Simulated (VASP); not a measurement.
Wanted: the native input for a VASP 6.6.1 run.

```yaml
Task: relaxation of cell and atoms
Functional: PBE
Potentials_or_basis: VASP PAW PBE potentials, release 64 (Li_sv, I, F)
Cutoff: 600 eV
k_mesh: 9 × 9 × 9
Occupations: gaussian, width 0.02 eV
Spin: no spin polarisation
Dipole_correction: no
Further_INCAR_settings: ALGO = Normal; EDIFF = 1e-07; IBRION = 2; EDIFFG = -0.005; NSW = 100; ISIF = 3
```

The structure of Li2IF lies in POSCAR:

```
Li2IF
1.0
    1.8916918151      1.0921687787      5.7981313756
   -1.8916918151      1.0921687787      5.7981313756
    0.0000000000     -2.1843375573      5.7981313756
Li I F
2 1 1
Direct
    0.2707251257      0.2707251257      0.2707251257
    0.7292748743      0.7292748743      0.7292748743
    0.5000000000      0.5000000000      0.5000000000
    0.0000000000      0.0000000000      0.0000000000
```

One way to write it, as run:

INCAR

```
PREC = Accurate
ENCUT = 600
EDIFF = 1E-7
ISMEAR = 0
SIGMA = 0.02
LREAL = F
LASPH = T
NELM = 60
ALGO = Normal
ISIF = 3
LWAVE = F
LCHARG = F
GGA = PE
IBRION = 2
NSW = 100
EDIFFG = -0.005
```

KPOINTS

```
regular mesh
0
Gamma
  9 9 9
```

Potentials or basis: VASP PAW PBE potentials, release 64 (Li_sv, I, F).

Command:

```sh
$ cat potpaw_PBE.64/Li_sv/POTCAR potpaw_PBE.64/I/POTCAR potpaw_PBE.64/F/POTCAR > POTCAR
$ mpirun -np 1 vasp_std > vasp.out
```

Results of the run:

| Quantity | Value |
| --- | --- |
| Relaxed volume | 17.84 Å³/atom |
| Relaxed cell | a = 6.209 Å, b = 6.209 Å, c = 6.209 Å, α = 35.29°, β = 35.29°, γ = 35.29° |
| Space group after relaxing (to 0.05 Å) | R-3m (No. 166) |
| Energy gained by relaxing | 0.3 meV/atom |
| Ionic steps | 5 |
| Pressure after relaxing | 0.0 GPa |
| Band gap on the k mesh | 1.96 eV, direct |

Caveat: the cutoff is under 1.25 times the usual one of these potentials, so pressure, stress and relaxed cells hold a basis-set (Pulay) error; spin-orbit coupling is left out, which moves the levels of the heavy elements.

Wall time 8.1 min on 1 thread of AMD EPYC 9R45 96-Core Processor (Zen 5), on a shared host, peak memory 0.42 GiB.
